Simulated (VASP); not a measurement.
N: single point with LDA

The system is N.

```
N
1.0
     4.92552    0.00000    0.00000
     0.00000    4.92552    0.00000
     0.00000    0.00000    4.92552
N
4
Direct
  0.99998 0.99998 0.99998
  0.50002 0.00002 0.49998
  0.49998 0.50002 0.00002
  0.00002 0.49998 0.50002
```

| Item | Value |
| --- | --- |
| Program | VASP 6.6.1 |
| Task | single point |
| Functional | LDA |
| Potentials or basis | VASP PAW LDA potentials, release 64 (N) |
| Cutoff | 520 eV |
| k mesh | 6 × 6 × 6 |
| Occupations | gaussian, width 0.02 eV |
| Spin | collinear spin, ferromagnetic start |
| Starting moments | [3.15, 3.15, 3.15, 3.15] μB |

```
Pressure                                              : -0.2 GPa
Band gap on the k mesh                                : 1.77 eV
Net moment                                            : 12.00 μB per cell
Site moments                                          : N +1.93 μB
Valence electrons inside the program's atomic spheres : N 3.24
```

Levels at points of the mesh, in eV from the valence-band top:
Spin up:
| k point | band 13 | band 14 | band 15 | band 16 | band 17 | band 18 | band 19 | band 20 |
| --- | --- | --- | --- | --- | --- | --- | --- | --- |
| (0.00, 0.00, 0.00) | -0.48 | 0.00 | 0.00 | 0.00 | 7.06 | 10.69 | 10.69 | 10.69 |
| (0.50, 0.00, 0.00) | -0.25 | -0.25 | -0.25 | -0.25 | 8.85 | 8.85 | 11.54 | 11.54 |
| (0.50, 0.50, 0.00) | -0.16 | -0.16 | -0.16 | -0.16 | 10.20 | 10.20 | 10.20 | 10.20 |
| (0.50, 0.50, 0.50) | -0.16 | -0.16 | -0.16 | -0.16 | 10.92 | 10.92 | 10.92 | 10.92 |
Spin down:
```tsv
k point	band 1	band 2	band 3	band 4	band 5	band 6	band 7	band 8
(0.00, 0.00, 0.00)	-8.33	-7.46	-7.46	-7.46	2.10	2.10	2.10	3.58
(0.50, 0.00, 0.00)	-7.92	-7.92	-7.45	-7.45	2.77	2.77	2.77	2.77
(0.50, 0.50, 0.00)	-7.68	-7.68	-7.68	-7.68	2.43	2.43	2.43	2.43
(0.50, 0.50, 0.50)	-7.67	-7.67	-7.67	-7.67	1.77	1.77	1.77	1.77
```

Wall time 2.6 min on 1 thread of Oxide Virtual Turin-like Processor (shared host), peak memory 0.21 GiB.

A k mesh can miss the band edges.
